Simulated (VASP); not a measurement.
# MgF2 (P4_2/mnm) in VASP: single point with LDA

Aim: the single point of MgF2 with LDA.

Everything below comes from runs of VASP 6.6.1. Logs are shortened: lines on timing, memory, paths and dates and some standing lists are left out, and cuts for length are marked.

**1. The cell of the first run**

The structure is tetragonal, space group P4_2/mnm (No. 136). The conventional cell has a = 4.698 Å, b = 4.698 Å, c = 3.093 Å, α = 90.00°, β = 90.00°, γ = 90.00°. Within 2.7 Å of Mg (site symmetry mmm) lie 6 F at 2.02 Å. F (site symmetry m2m) has 3 Mg at 2.02 Å and 1 F at 2.61 Å within 2.7 Å.

**2. Single point, LDA**

POSCAR reads:

```
MgF2
1.0
    4.6975999886      0.0000000000      0.0000000000
    0.0000000000      4.6975999886      0.0000000000
    0.0000000000      0.0000000000      3.0930660367
Mg F
2 4
Direct
    0.0000000000      0.0000000000      0.0000000000
    0.5000000000      0.5000000000      0.5000000000
    0.3035644572      0.3035644572      0.0000000000
    0.1964355428      0.8035644572      0.5000000000
    0.6964355428      0.6964355428      0.0000000000
    0.8035644572      0.1964355428      0.5000000000
```

INCAR.step1 reads:

```
PREC = Accurate
ENCUT = 620
EDIFF = 1E-6
ISMEAR = 0
SIGMA = 0.02
LREAL = F
LASPH = T
NELM = 120
ALGO = Normal
ISIF = 2
LWAVE = F
LCHARG = T
GGA = CA
NBANDS = 33
GGA_COMPAT = F
NEDOS = 2001
LORBIT = 11
```

KPOINTS.step1 reads:

```
regular mesh
0
Gamma
  6 6 8
```

INCAR.step2 reads:

```
PREC = Accurate
ENCUT = 620
EDIFF = 1E-6
ISMEAR = -5
SIGMA = 0.02
LREAL = F
LASPH = T
NELM = 120
ALGO = Normal
ISIF = 2
LWAVE = F
LCHARG = F
GGA = CA
LORBIT = 11
NEDOS = 2001
ICHARG = 11
GGA_COMPAT = F
```

KPOINTS.step2 reads:

```
regular mesh
0
Gamma
  9 9 12
```

Potentials or basis: VASP PAW LDA potentials, release 64 (Mg_sv, F).

Started as:

```console
$ cat potpaw_LDA.64/Mg_sv/POTCAR potpaw_LDA.64/F/POTCAR > POTCAR
$ cp INCAR.step1 INCAR
$ cp KPOINTS.step1 KPOINTS
$ mpirun -np 1 vasp_std > vasp.out
$ cp INCAR.step2 INCAR
$ cp KPOINTS.step2 KPOINTS
$ mpirun -np 1 vasp_std > vasp.out
```

OUTCAR:

```text
PREC = Accurate
   ENCUT = 620
   EDIFF = 1E-6
   ISMEAR = -5
   LREAL = F
   LASPH = T
   NELM = 120
   ISIF = 2
   GGA = CA
   LORBIT = 11
   ICHARG = 11

 ion  position               nearest neighbor table
   1  0.000  0.000  0.000-   3 2.02   5 2.02   4 2.02   6 2.02   4 2.02   6 2.02
   2  0.500  0.500  0.500-   4 2.02   6 2.02   5 2.02   3 2.02   3 2.02   5 2.02
   3  0.304  0.304  0.000-   1 2.02   2 2.02   2 2.02
   4  0.196  0.804  0.500-   2 2.02   1 2.02   1 2.02
   5  0.696  0.696  0.000-   1 2.02   2 2.02   2 2.02
   6  0.804  0.196  0.500-   2 2.02   1 2.02   1 2.02

  LATTYP: Found a simple tetragonal cell.
 ALAT       =     4.6975999886
 C/A-ratio  =     0.6584353807

  Lattice vectors:

 A1 = (   4.6975999886,   0.0000000000,   0.0000000000)
 A2 = (   0.0000000000,   4.6975999886,   0.0000000000)
 A3 = (   0.0000000000,   0.0000000000,   3.0930660367)

Analysis of symmetry for initial positions (statically):
=====================================================================
 Subroutine PRICEL returns:
 Original cell was already a primitive cell.

 Routine SETGRP: Setting up the symmetry group for a
 simple tetragonal supercell.

 Subroutine GETGRP returns: Found 16 space group operations
 (whereof  8 operations were pure point group operations)
 out of a pool of 16 trial point group operations.

The static configuration has the point symmetry D_2h.
 The point group associated with its full space group is D_4h.

Analysis of symmetry for dynamics (positions and initial velocities):
=====================================================================
 Subroutine PRICEL returns:
 Original cell was already a primitive cell.

 Routine SETGRP: Setting up the symmetry group for a
 simple tetragonal supercell.

 Subroutine GETGRP returns: Found 16 space group operations
 (whereof  8 operations were pure point group operations)
 out of a pool of 16 trial point group operations.

The dynamic configuration has the point symmetry D_2h.
 The point group associated with its full space group is D_4h.

 Subroutine INISYM returns: Found 16 space group operations
 (whereof  8 operations are pure point group operations),
 and found     1 'primitive' translations

----------------------------------------------------------------------------------------

                                     Primitive cell

  volume of cell :      68.2561

  direct lattice vectors                    reciprocal lattice vectors
     4.697599989  0.000000000  0.000000000     0.212874660  0.000000000  0.000000000
     0.000000000  4.697599989  0.000000000     0.000000000  0.212874660  0.000000000
     0.000000000  0.000000000  3.093066037     0.000000000  0.000000000  0.323303799

  length of vectors
     4.697599989  4.697599989  3.093066037     0.212874660  0.212874660  0.323303799

  position of ions in fractional coordinates (direct lattice)
     0.000000000  0.000000000  0.000000000
     0.500000000  0.500000000  0.500000000
     0.303564457  0.303564457  0.000000000
     0.196435543  0.803564457  0.500000000
     0.696435543  0.696435543  0.000000000
     0.803564457  0.196435543  0.500000000

  ion indices of the primitive-cell ions
   primitive index   ion index
                 1           1
                 2           2
                 3           3
                 4           4
                 5           5
                 6           6

----------------------------------------------------------------------------------------

 KPOINTS: regular mesh

Automatic generation of k-mesh.
 Grid dimensions read from file:
 generate k-points for:    9    9   12

 Generating k-lattice:

  Cartesian coordinates                     Fractional coordinates (reciprocal lattice)
     0.023652740  0.000000000  0.000000000     0.111111111  0.000000000  0.000000000
     0.000000000  0.023652740  0.000000000     0.000000000  0.111111111  0.000000000
     0.000000000  0.000000000  0.026941983     0.000000000  0.000000000  0.083333333

  Length of vectors
     0.023652740  0.023652740  0.026941983

  Shift w.r.t. Gamma in fractional coordinates (k-lattice)
     0.000000000  0.000000000  0.000000000

 TETIRR: Found   1446 inequivalent tetrahedra from     5832

 Subroutine IBZKPT returns following result:
 ===========================================

 Found    105 irreducible k-points:

 Following reciprocal coordinates:
            Coordinates               Weight
  0.000000  0.000000  0.000000      1.000000
  0.111111  0.000000  0.000000      4.000000
  0.222222  0.000000  0.000000      4.000000
  0.333333  0.000000  0.000000      4.000000
  0.444444  0.000000  0.000000      4.000000
  0.111111  0.111111  0.000000      4.000000
[... 16 lines left out ...]
  0.333333  0.111111  0.083333     16.000000
  0.444444  0.111111  0.083333     16.000000
 [... further k-points ...]
   k-points           NKPTS =    105   k-points in BZ     NKDIM =    105   number of bands    NBANDS=     28
   number of dos      NEDOS =   2001   number of ions     NIONS =      6
   total plane-waves  NPLWV =  44800
   dimension x,y,z NGX =    40 NGY =   40 NGZ =   28
   dimension x,y,z NGXF=    80 NGYF=   80 NGZF=   56
   ions per type =               2   4
   NGX,Y,Z   is equivalent  to a cutoff of  14.16, 14.16, 15.05 a.u.
   NGXF,Y,Z  is equivalent  to a cutoff of  28.31, 28.31, 30.10 a.u.
 SYSTEM =  unknown system
   PREC   = accura    normal or accurate (medium, high low for compatibility)
   ISTART =      0    job   : 0-new  1-cont  2-samecut
   ICHARG =     11    charge: 1-file 2-atom 10-const
   ISPIN  =      1    spin polarized calculation?
   LNONCOLLINEAR =      F non collinear calculations
   LSORBIT =      F    spin-orbit coupling
   LASPH  =      T    aspherical Exc in radial PAW
   ENCUT  =  620.0 eV  45.57 Ry    6.75 a.u.   9.54  9.54  6.28*2*pi/ulx,y,z
   NELM   =    120;   NELMIN=  2; NELMDL=  0     # of ELM steps
   EDIFF  = 0.1E-05   stopping-criterion for ELM
   LREAL  =      F    real-space projection
   EDIFFG = 0.1E-04   stopping-criterion for IOM
   NSW    =      0    number of steps for IOM
   IBRION =     -1    ionic relax: 0-MD 1-quasi-New 2-CG
   NFREE  =      0    steps in history (QN), initial steepest desc. (CG)
   ISIF   =      2    stress and relaxation
   ISYM   =      2    0-nonsym 1-usesym 2-fastsym
   POTIM  = 0.5000    time-step for ionic-motion
   TEBEG  =    0.0;   TEEND  =   0.0 temperature during run
   PSTRESS=    0.0 pullay stress
   NELECT =      48.0000    total number of electrons
   NUPDOWN=      -1.0000    fix difference up-down
   EMIN   =  10.00;   EMAX   =-10.00  energy-range for DOS
   EFERMI =   0.00;   METHOD = LEGACY
   ISMEAR =    -5;   SIGMA  =   0.02  broadening in eV -4-tet -1-fermi 0-gaus
   EFERMI_NEDOS =   21; number of points for ismear=-14 and -15
   IALGO  =     38    algorithm
   IMIX   =      4    mixing-type and parameters
     AMIX     =   0.40;   BMIX     =  1.00
     AMIX_MAG =   1.60;   BMIX_MAG =  1.00
  volume/ion in A,a.u.               =      11.38        76.77
  Fermi-wavevector in a.u.,A,eV,Ry     =   1.455822  2.751104 28.836412  2.119417
  Thomas-Fermi vector in A             =   2.572812
   LORBIT       =     11    0 simple, 1 ext, 2 COOP (PROOUT), +10 PAW based schemes
   GGA     = CA    functional components
   LHFCALC =     F    Hartree Fock is set to
   AEXX    =    0.0000 exact exchange contribution
   IVDW    =     0    specifies the selected vdW correction
   LEPSILON=     F    determine dielectric tensor
   LRPA    =     F    only Hartree local field effects (RPA)
 non-spin polarized calculation
 Fermi weights with tetrahedron method with Bloechl corrections
  energy-cutoff  :      620.00
  volume of cell :       68.26
 maximum number of plane-waves:      2424
 NGX is ok and might be reduce to    40

 number of electron      48.0000031 magnetization

 Free energy of the ion-electron system (eV)
  ---------------------------------------------------
  ext. energy  EPLUGINS =         0.00000000
  ---------------------------------------------------
  free energy    TOTEN  =       -34.45493101 eV

  energy without entropy =      -34.45493101  energy(sigma->0) =      -34.45493101

 E-fermi :  -2.0156     XC(G=0): -10.4365

 val. band max:       -2.0164139004   @ k =   0.0000   0.0000   0.0000
 cond. band min:       4.4656350236   @ k =   0.0000   0.0000   0.0000
 fundamental gap:      6.4820489240
 Fermi energy:        -2.0156175564

 k-point     1 :       0.0000    0.0000    0.0000
  band No.  band energies     occupation
      1     -72.0279      2.00000
      2     -72.0271      2.00000
      3     -39.5488      2.00000
      4     -39.5488      2.00000
      5     -39.5275      2.00000
      6     -39.5275      2.00000
[... 20 lines left out ...]
     27       9.5360      0.00000
     28      11.0066      0.00000

 k-point     2 :       0.1111    0.0000    0.0000
  band No.  band energies     occupation
      1     -72.0279      2.00000
      2     -72.0272      2.00000
      3     -39.5486      2.00000
      4     -39.5486      2.00000
      5     -39.5278      2.00000
      6     -39.5278      2.00000
[... 20 lines left out ...]
     27       9.6135      0.00000
     28      11.0663      0.00000

 k-point     3 :       0.2222    0.0000    0.0000
  band No.  band energies     occupation
      1     -72.0278      2.00000
      2     -72.0272      2.00000
      3     -39.5479      2.00000
      4     -39.5478      2.00000
      5     -39.5285      2.00000
      6     -39.5285      2.00000
[... 616 lines left out ...]
      3     -39.5474      2.00000
      4     -39.5457      2.00000
      5     -39.5307      2.00000
      6     -39.5289      2.00000
[... 20 lines left out ...]
     27      10.0791      0.00000
     28      11.1839      0.00000

 k-point    24 :       0.4444    0.1111    0.0833
  band No.  band energies     occupation
      1     -72.0274      2.00000
      2     -72.0273      2.00000
      3     -39.5465      2.00000
      4     -39.5458      2.00000
      5     -39.5306      2.00000
      6     -39.5298      2.00000
[... 20 lines left out ...]
     27      10.4901      0.00000
     28      10.8923      0.00000

 [... further k-points ...]

------------------------ aborting loop because EDIFF is reached ----------------------------------------

  FORCE on cell =-STRESS in cart. coord.  units (eV):
  Direction    XX          YY          ZZ          XY          YZ          ZX
  --------------------------------------------------------------------------------------
  -------------------------------------------------------------------------------------
  Total       -3.5380167     -3.5380167     -3.7323304      0.0000000      0.0000000      0.0000000
  in kB      -83.0480039    -83.0480039    -87.6091386      0.0000000      0.0000000      0.0000000
  external PRESSURE =     -84.5683821 kB  Pullay stress =       0.0000000 kB

 VOLUME and BASIS-vectors are now :
 -----------------------------------------------------------------------------
  energy-cutoff  :      620.00
  volume of cell :       68.26
      direct lattice vectors                 reciprocal lattice vectors
     4.697599989  0.000000000  0.000000000     0.212874660  0.000000000  0.000000000
     0.000000000  4.697599989  0.000000000     0.000000000  0.212874660  0.000000000
     0.000000000  0.000000000  3.093066037     0.000000000  0.000000000  0.323303799

 POSITION                                       TOTAL-FORCE (eV/Angst)
 -----------------------------------------------------------------------------------
      0.00000      0.00000      0.00000         0.000000     -0.000000      0.000000
      2.34880      2.34880      1.54653         0.000000     -0.000000      0.000000
      1.42602      1.42602      0.00000         0.051614      0.051614      0.000000
      0.92278      3.77482      1.54653        -0.051614      0.051614      0.000000
      3.27158      3.27158      0.00000        -0.051614     -0.051614     -0.000000
      3.77482      0.92278      1.54653         0.051614     -0.051614      0.000000
 -----------------------------------------------------------------------------------
    total drift:                                0.000000      0.000000     -0.000000

  FREE ENERGIE OF THE ION-ELECTRON SYSTEM (eV)
  ---------------------------------------------------
  free  energy   TOTEN  =       -34.4549310096 eV

  energy  without entropy=      -34.4549310096  energy(sigma->0) =      -34.45493101

 total charge

# of ion       s       p       d       tot
------------------------------------------
    1        2.056   5.994   0.037   8.087
    2        2.056   5.994   0.037   8.087
    3        1.716   4.394   0.000   6.111
    4        1.716   4.394   0.000   6.111
    5        1.716   4.394   0.000   6.111
    6        1.716   4.394   0.000   6.111
--------------------------------------------------
tot         10.977  29.565   0.074  40.617
```

It took 3.3 min on 1 thread of Intel Xeon Platinum 8259CL at 2.50GHz (Skylake/Cascade Lake), shared host; peak memory 0.31 GiB.

Results:

```
Valence electrons inside the program's atomic spheres : Mg 8.09; F 6.11
```

Levels at points of the mesh, in eV from the valence-band top:
| k point | band 22 | band 23 | band 24 | band 25 | band 26 | band 27 |
| --- | --- | --- | --- | --- | --- | --- |
| (0.00, 0.00, 0.00) | -0.32 | -0.32 | 0.00 | 6.48 | 11.55 | 11.55 |
| (0.00, 0.00, 0.50) | -1.10 | -0.82 | -0.82 | 11.13 | 11.13 | 14.22 |
